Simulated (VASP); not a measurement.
Wanted: the native input for a VASP 6.6.1 run.

| Property | Result |
| --- | --- |
| Task | relaxation of shape and atoms at fixed volume |
| Functional | PBE |
| Potentials or basis | VASP PAW PBE potentials, release 64 (Si, O) |
| Cutoff | 600 eV |
| k mesh | 6 × 6 × 6 |
| Occupations | gaussian, width 0.02 eV |
| Spin | no spin polarisation |
| Dipole correction | no |
| Further INCAR settings | ALGO = Normal; EDIFF = 1e-06; IBRION = 2; EDIFFG = -0.01; NSW = 50; ISIF = 4 |

The structure of SiO2 lies in POSCAR:

```
SiO2
1.0
   -2.3806236176      2.3806236176      3.6188325286
    2.3806236176     -2.3806236176      3.6188325286
    2.3806236176      2.3806236176     -3.6188325286
Si O
2 4
Direct
    0.0000000000      0.0000000000      0.0000000000
    0.7500000000      0.2500000000      0.5000000000
    0.9986670553      0.6250000000      0.8736670553
    0.3750000000      0.2486670553      0.3736670553
    0.7513329447      0.1250000000      0.1263329447
    0.8750000000      0.0013329447      0.6263329447
```

These files were run (other wordings do the same):

INCAR

```
SYSTEM = SiO2
PREC = Accurate
ENCUT = 600
EDIFF = 1E-6
ISMEAR = 0
SIGMA = 0.02
LREAL = .FALSE.
LASPH = .TRUE.
NELM = 80
ALGO = Normal
ISIF = 4
LWAVE = .FALSE.
LCHARG = .FALSE.
GGA = PE
IBRION = 2
NSW = 50
EDIFFG = -0.01
```

KPOINTS

```
regular mesh
0
G
  6 6 6
  0 0 0
```

Potentials or basis: VASP PAW PBE potentials, release 64 (Si, O).

The run is started by

```sh
$ cat potpaw_PBE.64/Si/POTCAR potpaw_PBE.64/O/POTCAR > POTCAR
$ mpirun -np 1 vasp_std > vasp.out
```

Results of the run:

| Property | Result |
| --- | --- |
| Energy gained by relaxing | 7.3 meV/atom |
| Ionic steps | 7 |
| Pressure after relaxing | 3.4 GPa |
| Largest force after relaxing | 0.006 eV/Å |
| Band gap on the k mesh | 6.16 eV |

It took 2.3 min on 1 thread of Intel(R) Xeon(R) Platinum 8488C (Sapphire Rapids) (shared host), peak memory 0.25 GiB.
